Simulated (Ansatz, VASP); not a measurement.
# One calculation of SnO2, two programs

```xyz
12
Lattice="3.2373 1.8691 4.2908 -3.2373 1.8691 4.2908 0.0000 -3.7382 4.2908" Properties=species:S:1:pos:R:3 pbc="T T T"
Sn    0.0059    0.0034   11.1319
Sn    0.0058   -1.8657    6.8412
Sn   -1.6128    0.9379    6.8412
Sn    1.6245    0.9379    6.8412
O    -1.5805   -0.9125    5.8508
O     1.6567   -0.9125    5.8506
O     0.0381    1.8910    5.8506
O    -0.0813   -0.0469    7.8317
O     0.0381    0.0220    1.5600
O    -0.0814   -1.9160    3.5407
O    -1.7001    0.8875    3.5407
O     1.5374    0.8876    3.5408
```

Change from the starting cell: mode 20 frozen in at -0.025 Å and mode 26 at +0.069 Å (largest displacements).

Alike in both runs: task single point; functional PBE; dispersion D3(BJ); k mesh 6 × 6 × 6; occupations gaussian, width 0.05 eV; no spin polarisation.

```csv
,VASP,Ansatz
version,VASP 6.6.1,Ansatz 0.2.0
potentials or method,"VASP PAW PBE potentials, release 64 (Sn_d, O), cutoff 520 eV","scalar-relativistic, plane waves, PAW"
valence electrons in the cell,104,104
```

Ansatz gave:

```
gap on the k mesh at the Fermi level (eV)                     : 1.56
least direct gap on the mesh (eV)                             : 1.56
pressure (GPa)                                                : 0.7
traceless stress, the component that is largest in VASP (GPa) : 5.00
rms of the force components (eV/Å)                            : 0.397
```

**Question.** Estimate VASP's values.

**Answer.** gap on the k mesh at the Fermi level (eV): 1.54; least direct gap on the mesh (eV): 1.54; pressure (GPa): 1.4; traceless stress, the component that is largest in VASP (GPa): 5.08; rms of the force components (eV/Å): 0.408.

Atom by atom the forces differ by 0.028 eV/Å (rms over components).
